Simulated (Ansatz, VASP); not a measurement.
**KF in VASP and in Ansatz**

Contents of INCAR:

```
ALGO = Normal
EDIFF = 1E-6
ENCUT = 520
GGA = PE
ISIF = 2
ISMEAR = 0
LASPH = T
LCHARG = F
LREAL = F
LWAVE = F
NBANDS = 15
NELM = 60
PREC = Accurate
SIGMA = 0.05
```

File KPOINTS:

```
k-points
0
Gamma
  8 8 8
```

Contents of POSCAR:

```
KF
1.0
    0.0295759140      2.7680864711      2.7680864711
    2.7680864711      0.0295759140      2.7680864711
    2.7680864711      2.7680864711      0.0295759140
K F
1 1
Direct
    0.0000000000      0.0000000000      0.0000000000
    0.5000000000      0.5000000000      0.5000000000
```

Input for Ansatz:

```yaml
crystal:
  lattice:
    - [0.029575914, 2.7680864711, 2.7680864711]
    - [2.7680864711, 0.029575914, 2.7680864711]
    - [2.7680864711, 2.7680864711, 0.029575914]
  atoms:
    - { symbol: K, position: [0.0, 0.0, 0.0] }
    - { symbol: F, position: [0.5, 0.5, 0.5] }
basis:
  ecutwfc: 520.0
kpoints:
  mp_grid: { grid: [8, 8, 8] }
hamiltonian:
  xc: pbe
scf:
  occupations: { method: gaussian, width: 0.05 }
output:
  forces: true
  stress: true
  eigenvalues: true
```

Alike in both runs: task single point; functional PBE; k mesh 8 × 8 × 8; occupations gaussian, width 0.05 eV; no spin polarisation.

```csv
,VASP,Ansatz
version,VASP 6.6.1,Ansatz 0.2.0
potentials or method,"VASP PAW PBE potentials, release 64 (K_sv, F), cutoff 520 eV","scalar-relativistic, plane waves, PAW"
valence electrons in the cell,16,16
```

```csv
,VASP,Ansatz,Ansatz less VASP
gap on the k mesh at the Fermi level (eV),5.71,5.73,+0.014
least direct gap on the mesh (eV),5.71,5.73,+0.014
pressure (GPa),-1.2,-1.2,+0.02
"traceless stress, the component that is largest in VASP (GPa)",-0.15,-0.15,-0.001
```
